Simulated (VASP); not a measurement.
LiAuO4: relaxation of cell and atoms with PBEsol

Crystal: LiAuO4.

```xyz
6
Lattice="3.4310 0.0000 0.0000 0.0000 3.4310 0.0000 0.0000 0.0000 4.9534" Properties=species:S:1:pos:R:3 pbc="T T T"
Li    1.7155    1.7155    2.4767
Au    0.0000    0.0000    0.0000
O     0.0000    1.7155    1.1966
O     1.7155    0.0000    3.7569
O     0.0000    1.7155    3.7569
O     1.7155    0.0000    1.1966
```

```
Program                : VASP 6.6.1
Task                   : relaxation of cell and atoms
Functional             : PBEsol
Potentials or basis    : VASP PAW PBE potentials, release 64 (Li_sv, Au, O)
Cutoff                 : 600 eV
k mesh                 : 10 × 10 × 8
Occupations            : fermi-dirac, width 0.15 eV
Spin                   : no spin polarisation
Dipole correction      : no
Further INCAR settings : ALGO = Normal; EDIFF = 1e-06; IBRION = 2; EDIFFG = -0.001; NSW = 80; ISIF = 3
```

```json
{"Relaxed volume": "9.73 Å³/atom", "Relaxed cell": "a = 3.437 Å, b = 3.437 Å, c = 4.944 Å, α = 90.00°, β = 90.00°, γ = 90.00°", "Space group after relaxing (to 0.05 Å)": "P4/mmm (No. 123)", "Energy gained by relaxing": "0.2 meV/atom", "Ionic steps": "18", "Pressure after relaxing": "0.0 GPa", "Band gap on the k mesh": "zero (band 19 reaches 4.62 eV, above the bottom of band 20 at 3.66 eV)"}
```

The path:
| step | energy change (eV) | largest force (eV/Å) | pressure (GPa) | volume (Å³) |
| --- | --- | --- | --- | --- |
| 1 | 0.0000 | 0.0791 | 0.72 | 58.31 |
| 2 | -0.0007 | 0.0126 | -0.60 | 58.68 |
| 3 | -0.0009 | 0.0188 | -0.11 | 58.55 |
| 4 | -0.0009 | 0.0173 | -0.11 | 58.56 |
| 5 | -0.0010 | 0.0120 | -0.10 | 58.52 |
| 6 | -0.0011 | 0.0073 | 0.06 | 58.40 |
| 7 | -0.0011 | 0.0038 | 0.04 | 58.42 |
| 8 | -0.0012 | 0.0017 | 0.00 | 58.41 |
| 9 | -0.0012 | 0.0014 | 0.00 | 58.40 |
| 10 | -0.0012 | 0.0002 | -0.02 | 58.39 |
| 11 | -0.0012 | 0.0009 | -0.02 | 58.40 |
| 12 | -0.0012 | 0.0013 | -0.02 | 58.40 |
| 13 | -0.0012 | 0.0008 | -0.03 | 58.40 |
| 14 | -0.0012 | 0.0001 | -0.01 | 58.40 |
| 15 | -0.0012 | 0.0018 | 0.04 | 58.39 |
| 16 | -0.0012 | 0.0001 | -0.01 | 58.39 |
| 17 | -0.0012 | 0.0010 | 0.00 | 58.39 |
| 18 | -0.0012 | 0.0001 | 0.00 | 58.39 |

Final structure:
```
CELL_PARAMETERS angstrom
3.43681 0.00000 0.00000
0.00000 3.43681 0.00000
0.00000 0.00000 4.94373
ATOMIC_POSITIONS crystal
Li 0.50000 0.50000 0.50000
Au 0.00000 0.00000 0.00000
O 0.00000 0.50000 0.24290
O 0.50000 0.00000 0.75710
O 0.00000 0.50000 0.75710
O 0.50000 0.00000 0.24290
```

Levels at points of the mesh, in eV from the Fermi level:
```csv
k point,band 17,band 18,band 19,band 20,band 21,band 22
"(0.00, 0.00, 0.00)",-0.83,-0.83,-0.06,0.48,1.64,1.64
"(0.50, 0.00, 0.00)",-1.53,-1.16,-0.53,-0.10,0.84,1.56
"(0.50, 0.50, 0.00)",-0.65,0.27,0.69,0.71,0.71,1.49
"(0.00, 0.00, 0.50)",-1.39,-0.62,-0.62,1.31,1.40,1.40
"(0.50, 0.00, 0.50)",-2.20,-1.99,-0.76,-0.20,0.95,1.27
"(0.50, 0.50, 0.50)",-0.77,-0.66,-0.66,0.42,0.53,1.61
```

Wall time 27 min on 1 thread of Oxide Virtual Turin-like Processor, on a shared host, peak memory 0.27 GiB.

Caveat: the cutoff is under 1.25 times the usual one of these potentials, so pressure, stress and relaxed cells hold a basis-set (Pulay) error; the PAW data sets were made with another functional, which shifts forces and pressure a little; spin-orbit coupling is left out, which moves the levels of the heavy elements.
